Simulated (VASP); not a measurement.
Input of a VASP 6.6.1 run:

File POSCAR:

```
V
1.0
    3.1658770091      0.0000000000      0.0000000000
   -1.5829385045      2.7417299151      0.0000000000
    0.0000000000      0.0000000000      4.8981083569
V
2
Direct
    0.3333333333      0.6666666667      0.2500000000
    0.6666666667      0.3333333333      0.7500000000
```

The input INCAR.step1:

```
  ALGO = Normal
  EDIFF = 1E-4
  ENCUT = 520
  GGA = PE
  ISMEAR = 0
  ISPIN = 2
  LASPH = True
  LCHARG = False
  LMAXMIX = 4
  LREAL = False
  LWAVE = True
  MAGMOM = 2 2
  NBANDS = 24
  NELM = 150
  PREC = Accurate
  SIGMA = 0.1
```

Contents of INCAR.step2:

```
  ALGO = Normal
  EDIFF = 1E-7
  ENCUT = 520
  ISIF = 2
  ISMEAR = 0
  ISPIN = 2
  ISTART = 1
  LASPH = True
  LCHARG = False
  LMAXMIX = 4
  LMIXTAU = True
  LORBIT = 11
  LREAL = False
  LWAVE = False
  MAGMOM = 2 2
  METAGGA = R2SCAN
  NBANDS = 24
  NELM = 150
  PREC = Accurate
  SIGMA = 0.1
```

KPOINTS

```
k-points
0
Gamma
  6 6 4
```

Potentials or basis: VASP PAW PBE potentials, release 64 (V_sv).

Launch:

```sh
$ cat potpaw_PBE.64/V_sv/POTCAR > POTCAR
$ cp INCAR.step1 INCAR
$ mpirun -np 1 vasp_std > vasp.out
$ cp INCAR.step2 INCAR
$ mpirun -np 1 vasp_std > vasp.out
```

Estimate the pressure.

-18.5 GPa.

Predict the net moment.

5.57 μB per cell.

Predict the site moments.

V +2.31 μB.

Stress tensor (GPa, compression positive):
```
-20.12   0.00   0.00
  0.00 -20.12   0.00
  0.00   0.00 -15.30
```

Caveat: the k points lie up to 0.38 Å⁻¹ apart; the PAW data sets were made with another functional, which shifts forces and pressure a little.
